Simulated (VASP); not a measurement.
# Al6N in VASP: single point with PBE

Aim: the single point of Al6N with PBE.

Everything below comes from runs of VASP 6.6.1. Logs are shortened: lines on timing, memory, paths and dates and some standing lists are left out, and cuts for length are marked.

## Step 1: The cell of the first run

The cell holds a slab with vacuum, 14 atoms: a = 5.714 Å, b = 5.714 Å, c = 22.175 Å, α = 90.00°, β = 90.00°, γ = 90.00°.

## Step 2: Single point, PBE

The input, INCAR:

```
PREC = Accurate
ENCUT = 520
EDIFF = 1E-6
ISMEAR = 0
SIGMA = 0.1
LREAL = False
LASPH = True
NELM = 100
ALGO = Normal
ISIF = 2
LWAVE = False
LCHARG = False
LDIPOL = True
IDIPOL = 3
DIPOL = 0.5 0.5 0.299
GGA = PE
NBANDS = 36
```

The input, KPOINTS:

```
Automatic mesh
0
Gamma
  5 5 1
```

The input, POSCAR:

```
Al6N
1.0
    5.7143028096      0.0000000000      0.0000000000
    0.0000000000      5.7143028096      0.0000000000
    0.0000000000      0.0000000000     22.1750227687
Al N
12 2
Direct
    0.2500000000      0.2500000000      0.1803831293
    0.2500000000      0.7500000000      0.1803831293
    0.7500000000      0.2500000000      0.1803831293
    0.7500000000      0.7500000000      0.1803831293
    0.0000000000      0.0000000000      0.2744094920
    0.0000000000      0.5000000000      0.2744094920
    0.5000000000      0.0000000000      0.2744094920
    0.5000000000      0.5000000000      0.2744094920
    0.2500000000      0.2500000000      0.3686590473
    0.2500000000      0.7500000000      0.3686590473
    0.7500000000      0.2500000000      0.3686590473
    0.7500000000      0.7500000000      0.3686590473
    0.2375007853      0.5000000000      0.4480276242
    0.7624992147      0.5000000000      0.4480276242
```

Potentials or basis: VASP PAW PBE potentials, release 64 (Al, N).

The run is started by

```console
cat potpaw_PBE.64/Al/POTCAR potpaw_PBE.64/N/POTCAR > POTCAR
mpirun -np 1 vasp_std > vasp.out
```

OUTCAR:

```text
PREC = Accurate
   ENCUT = 520
   EDIFF = 1E-6
   ISMEAR = 0
   LREAL = False
   LASPH = True
   NELM = 100
   ISIF = 2
   GGA = PE

 ion  position               nearest neighbor table
   1  0.250  0.250  0.180-   2 2.86   3 2.86   2 2.86   3 2.86   7 2.90   8 2.90   5 2.90   6 2.90

   2  0.250  0.750  0.180-   1 2.86   4 2.86   1 2.86   4 2.86   7 2.90   8 2.90   5 2.90   6 2.90

   3  0.750  0.250  0.180-   1 2.86   4 2.86   4 2.86   1 2.86   7 2.90   8 2.90   5 2.90   6 2.90

   4  0.750  0.750  0.180-   2 2.86   3 2.86   3 2.86   2 2.86   7 2.90   8 2.90   5 2.90   6 2.90

   5  0.000  0.000  0.274-   6 2.86   7 2.86   6 2.86   7 2.86   1 2.90   2 2.90   3 2.90   4 2.90
                            11 2.91  12 2.91   9 2.91  10 2.91
   6  0.000  0.500  0.274-   5 2.86   8 2.86   5 2.86   8 2.86   1 2.90   2 2.90   3 2.90   4 2.90
                            11 2.91  12 2.91   9 2.91  10 2.91
   7  0.500  0.000  0.274-   5 2.86   8 2.86   8 2.86   5 2.86   1 2.90   2 2.90   3 2.90   4 2.90
                            11 2.91  12 2.91   9 2.91  10 2.91
   8  0.500  0.500  0.274-   6 2.86   7 2.86   7 2.86   6 2.86   1 2.90   2 2.90   3 2.90   4 2.90
                            11 2.91  12 2.91   9 2.91  10 2.91
   9  0.250  0.250  0.369-  13 2.27  11 2.86  10 2.86  10 2.86  11 2.86   6 2.91   7 2.91   8 2.91
                             5 2.91
  10  0.250  0.750  0.369-  13 2.27  12 2.86   9 2.86   9 2.86  12 2.86   6 2.91   7 2.91   8 2.91
                             5 2.91
  11  0.750  0.250  0.369-  14 2.27  12 2.86   9 2.86  12 2.86   9 2.86   6 2.91   7 2.91   8 2.91
                             5 2.91
  12  0.750  0.750  0.369-  14 2.27  11 2.86  10 2.86  11 2.86  10 2.86   6 2.91   7 2.91   8 2.91
                             5 2.91
  13  0.238  0.500  0.448-   9 2.27  10 2.27
  14  0.762  0.500  0.448-  11 2.27  12 2.27

  LATTYP: Found a simple tetragonal cell.
 ALAT       =     5.7143028096
 C/A-ratio  =     3.8806173750

  Lattice vectors:

 A1 = (   5.7143028096,   0.0000000000,   0.0000000000)
 A2 = (   0.0000000000,   5.7143028096,   0.0000000000)
 A3 = (   0.0000000000,   0.0000000000,  22.1750227687)

Analysis of symmetry for initial positions (statically):
=====================================================================
 Subroutine PRICEL returns:
 Original cell was already a primitive cell.

 Routine SETGRP: Setting up the symmetry group for a
 simple tetragonal supercell.

 Subroutine GETGRP returns: Found  4 space group operations
 (whereof  4 operations were pure point group operations)
 out of a pool of 16 trial point group operations.

The static configuration has the point symmetry C_2v.

Analysis of symmetry for dynamics (positions and initial velocities):
=====================================================================
 Subroutine PRICEL returns:
 Original cell was already a primitive cell.

 Routine SETGRP: Setting up the symmetry group for a
 simple tetragonal supercell.

 Subroutine GETGRP returns: Found  4 space group operations
 (whereof  4 operations were pure point group operations)
 out of a pool of 16 trial point group operations.

The dynamic configuration has the point symmetry C_2v.

 Subroutine INISYM returns: Found  4 space group operations
 (whereof  4 operations are pure point group operations),
 and found     1 'primitive' translations

----------------------------------------------------------------------------------------

                                     Primitive cell

  volume of cell :     724.0867

  direct lattice vectors                    reciprocal lattice vectors
     5.714302810  0.000000000  0.000000000     0.174999476  0.000000000  0.000000000
     0.000000000  5.714302810  0.000000000     0.000000000  0.174999476  0.000000000
     0.000000000  0.000000000 22.175022769     0.000000000  0.000000000  0.045095782

  length of vectors
     5.714302810  5.714302810 22.175022769     0.174999476  0.174999476  0.045095782

  position of ions in fractional coordinates (direct lattice)
     0.250000000  0.250000000  0.180383129
     0.250000000  0.750000000  0.180383129
     0.750000000  0.250000000  0.180383129
     0.750000000  0.750000000  0.180383129
     0.000000000  0.000000000  0.274409492
     0.000000000  0.500000000  0.274409492
     0.500000000  0.000000000  0.274409492
     0.500000000  0.500000000  0.274409492
     0.250000000  0.250000000  0.368659047
     0.250000000  0.750000000  0.368659047
     0.750000000  0.250000000  0.368659047
     0.750000000  0.750000000  0.368659047
     0.237500785  0.500000000  0.448027624
     0.762499215  0.500000000  0.448027624

  ion indices of the primitive-cell ions
   primitive index   ion index
                 1           1
                 2           2
                 3           3
                 4           4
                 5           5
                 6           6
                 7           7
                 8           8
                 9           9
                10          10
                11          11
                12          12
                13          13
                14          14

----------------------------------------------------------------------------------------

 KPOINTS: Automatic mesh

Automatic generation of k-mesh.
 Grid dimensions read from file:
 generate k-points for:    5    5    1

 Generating k-lattice:

  Cartesian coordinates                     Fractional coordinates (reciprocal lattice)
     0.034999895  0.000000000  0.000000000     0.200000000  0.000000000  0.000000000
     0.000000000  0.034999895  0.000000000     0.000000000  0.200000000  0.000000000
     0.000000000  0.000000000  0.045095782     0.000000000  0.000000000  1.000000000

  Length of vectors
     0.034999895  0.034999895  0.045095782

  Shift w.r.t. Gamma in fractional coordinates (k-lattice)
     0.000000000  0.000000000  0.000000000

 Subroutine IBZKPT returns following result:
 ===========================================

 Found      9 irreducible k-points:

 Following reciprocal coordinates:
            Coordinates               Weight
  0.000000  0.000000  0.000000      1.000000
  0.200000  0.000000  0.000000      2.000000
  0.000000  0.200000  0.000000      2.000000
  0.400000  0.000000  0.000000      2.000000
  0.000000  0.400000  0.000000      2.000000
  0.200000  0.200000  0.000000      4.000000
  0.400000  0.200000  0.000000      4.000000
 -0.200000  0.400000  0.000000      4.000000
  0.400000  0.400000  0.000000      4.000000
   k-points           NKPTS =      9   k-points in BZ     NKDIM =      9   number of bands    NBANDS=     36
   number of dos      NEDOS =    301   number of ions     NIONS =     14
   total plane-waves  NPLWV = 296352
   dimension x,y,z NGX =    42 NGY =   42 NGZ =  168
   dimension x,y,z NGXF=    84 NGYF=   84 NGZF=  336
   ions per type =              12   2
   NGX,Y,Z   is equivalent  to a cutoff of  12.22, 12.22, 12.59 a.u.
   NGXF,Y,Z  is equivalent  to a cutoff of  24.44, 24.44, 25.19 a.u.
 SYSTEM =  unknown system
   PREC   = accura    normal or accurate (medium, high low for compatibility)
   ISTART =      0    job   : 0-new  1-cont  2-samecut
   ICHARG =      2    charge: 1-file 2-atom 10-const
   ISPIN  =      1    spin polarized calculation?
   LNONCOLLINEAR =      F non collinear calculations
   LSORBIT =      F    spin-orbit coupling
   LASPH  =      T    aspherical Exc in radial PAW
   ENCUT  =  520.0 eV  38.22 Ry    6.18 a.u.  10.62 10.62 41.23*2*pi/ulx,y,z
   NELM   =    100;   NELMIN=  2; NELMDL= -5     # of ELM steps
   EDIFF  = 0.1E-05   stopping-criterion for ELM
   LREAL  =      F    real-space projection
   EDIFFG = 0.1E-04   stopping-criterion for IOM
   NSW    =      0    number of steps for IOM
   IBRION =     -1    ionic relax: 0-MD 1-quasi-New 2-CG
   NFREE  =      0    steps in history (QN), initial steepest desc. (CG)
   ISIF   =      2    stress and relaxation
   ISYM   =      2    0-nonsym 1-usesym 2-fastsym
   POTIM  = 0.5000    time-step for ionic-motion
   TEBEG  =    0.0;   TEEND  =   0.0 temperature during run
   PSTRESS=    0.0 pullay stress
   NELECT =      46.0000    total number of electrons
   NUPDOWN=      -1.0000    fix difference up-down
   EMIN   =  10.00;   EMAX   =-10.00  energy-range for DOS
   EFERMI =   0.00;   METHOD = LEGACY
   ISMEAR =     0;   SIGMA  =   0.10  broadening in eV -4-tet -1-fermi 0-gaus
   EFERMI_NEDOS =   21; number of points for ismear=-14 and -15
   IALGO  =     38    algorithm
   IMIX   =      4    mixing-type and parameters
     AMIX     =   0.40;   BMIX     =  1.00
     AMIX_MAG =   1.60;   BMIX_MAG =  1.00
  volume/ion in A,a.u.               =      51.72       349.03
  Fermi-wavevector in a.u.,A,eV,Ry     =   0.653227  1.234419  5.805675  0.426705
  Thomas-Fermi vector in A             =   1.723399
   LORBIT       =      0    0 simple, 1 ext, 2 COOP (PROOUT), +10 PAW based schemes
   GGA     = PE    functional components
   LHFCALC =     F    Hartree Fock is set to
   AEXX    =    0.0000 exact exchange contribution
   IVDW    =     0    specifies the selected vdW correction
   LEPSILON=     F    determine dielectric tensor
   LRPA    =     F    only Hartree local field effects (RPA)
 non-spin polarized calculation
 Gauss-broadening in eV      SIGMA  =   0.10
  energy-cutoff  :      520.00
  volume of cell :      724.09
 maximum number of plane-waves:     19529
   NGX = 21   NGY = 21   NGZ = 83

 number of electron      46.0000001 magnetization

 dipolmoment           0.000000      0.000000      0.478624 electrons x Angstroem

 Free energy of the ion-electron system (eV)
  ---------------------------------------------------
  ext. energy  EPLUGINS =         0.00000000
  ---------------------------------------------------
  free energy    TOTEN  =       -52.53731764 eV

  energy without entropy =      -52.49073417  energy(sigma->0) =      -52.51402591

 E-fermi :  -1.6642     XC(G=0):  -3.9908

 val. band max:       -1.6680471775   @ k =  -0.2000   0.4000   0.0000
 cond. band min:      -1.6326135954   @ k =   0.4000   0.4000   0.0000
 fundamental gap:      0.0354335821
 Fermi energy:        -1.6641784044

 k-point     1 :       0.0000    0.0000    0.0000
  band No.  band energies     occupation
      1     -14.2470      2.00000
      2     -13.3569      2.00000
      3     -11.6793      2.00000
      4      -9.4487      2.00000
      5      -7.3885      2.00000
      6      -7.3212      2.00000
[... 27 lines left out ...]
     34       0.9126      0.00000
     35       1.3888      0.00000

 k-point     2 :       0.2000    0.0000    0.0000
  band No.  band energies     occupation
      1     -14.1777      2.00000
      2     -13.4485      2.00000
      3     -11.5021      2.00000
      4      -9.2759      2.00000
      5      -8.8609      2.00000
      6      -7.2152      2.00000
[... 27 lines left out ...]
     34       1.1940      0.00000
     35       1.4606      0.00000
[... 226 lines left out ...]
     34       1.6607      0.00000
     35       1.8836      0.00000

 k-point     9 :       0.4000    0.4000    0.0000
  band No.  band energies     occupation
      1     -13.9867      2.00000
      2     -13.6478      2.00000
      3     -10.2777      2.00000
      4      -9.4001      2.00000
      5      -9.3939      2.00000
      6      -8.5202      2.00000
[... 27 lines left out ...]
     34       1.1885      0.00000
     35       1.2635      0.00000
 [bands above 35 left out]

------------------------ aborting loop because EDIFF is reached ----------------------------------------

 vacuum level on the upper side and lower side of the slab       (xc-potential included)         1.130        -1.442

  FORCE on cell =-STRESS in cart. coord.  units (eV):
  Direction    XX          YY          ZZ          XY          YZ          ZX
  --------------------------------------------------------------------------------------
  -------------------------------------------------------------------------------------
  Total       -6.0642069    -15.0950876    -15.9349656      0.0000000      0.0000000      0.0000000
  in kB      -13.4181925    -33.4007059    -35.2590930      0.0000000      0.0000000      0.0000000
  external PRESSURE =     -27.3593305 kB  Pullay stress =       0.0000000 kB

 VOLUME and BASIS-vectors are now :
 -----------------------------------------------------------------------------
  energy-cutoff  :      520.00
  volume of cell :      724.09
      direct lattice vectors                 reciprocal lattice vectors
     5.714302810  0.000000000  0.000000000     0.174999476  0.000000000  0.000000000
     0.000000000  5.714302810  0.000000000     0.000000000  0.174999476  0.000000000
     0.000000000  0.000000000 22.175022769     0.000000000  0.000000000  0.045095782

 POSITION                                       TOTAL-FORCE (eV/Angst)
 -----------------------------------------------------------------------------------
      1.42858      1.42858      4.00000        -0.009536      0.105583      0.077047
      1.42858      4.28573      4.00000        -0.009536     -0.105583      0.077047
      4.28573      1.42858      4.00000         0.009536      0.105583      0.077047
      4.28573      4.28573      4.00000         0.009536     -0.105583      0.077047
      0.00000      0.00000      6.08504         0.000000      0.000000      0.174363
      0.00000      2.85715      6.08504         0.000000      0.000000      0.070267
      2.85715      0.00000      6.08504         0.000000      0.000000      0.151240
      2.85715      2.85715      6.08504         0.000000      0.000000      0.083200
      1.42858      1.42858      8.17502        -0.059157      1.141894      1.741156
      1.42858      4.28573      8.17502        -0.059157     -1.141894      1.741156
      4.28573      1.42858      8.17502         0.059157      1.141894      1.741156
      4.28573      4.28573      8.17502         0.059157     -1.141894      1.741156
      1.35715      2.85715      9.93502        -0.353116      0.000000     -3.875940
      4.35715      2.85715      9.93502         0.353116     -0.000000     -3.875940
 -----------------------------------------------------------------------------------
    total drift:                                0.000000      0.000000     -0.000225

  FREE ENERGIE OF THE ION-ELECTRON SYSTEM (eV)
  ---------------------------------------------------
  free  energy   TOTEN  =       -52.5373176400 eV

  energy  without entropy=      -52.4907341721  energy(sigma->0) =      -52.51402591

 vacuum level on the upper side and lower side of the slab         5.162         2.511
```

Run time: 9.7 min. Hardware: 1 thread of Intel Xeon Platinum 8259CL at 2.50GHz (Skylake/Cascade Lake), shared host; peak memory 0.69 GiB.

What came out:

| Property | Result |
| --- | --- |
| Free energy | -52.5373 eV |
| Largest force | 3.892 eV/Å |
| Band gap on the k mesh | zero (bands 23 and 24 overlap by 0.35 eV) |

Forces in eV/Å, atoms in the order of the input:
```
Al  -0.010  0.106  0.077
Al  -0.010 -0.106  0.077
Al   0.010  0.106  0.077
Al   0.010 -0.106  0.077
Al   0.000  0.000  0.174
Al   0.000  0.000  0.070
Al   0.000  0.000  0.151
Al   0.000  0.000  0.083
Al  -0.059  1.142  1.741
Al  -0.059 -1.142  1.741
Al   0.059  1.142  1.741
Al   0.059 -1.142  1.741
N   -0.353  0.000 -3.876
N    0.353  0.000 -3.876
```

The gap in the log of VASP goes by the Fermi energy; the results here count the filled bands.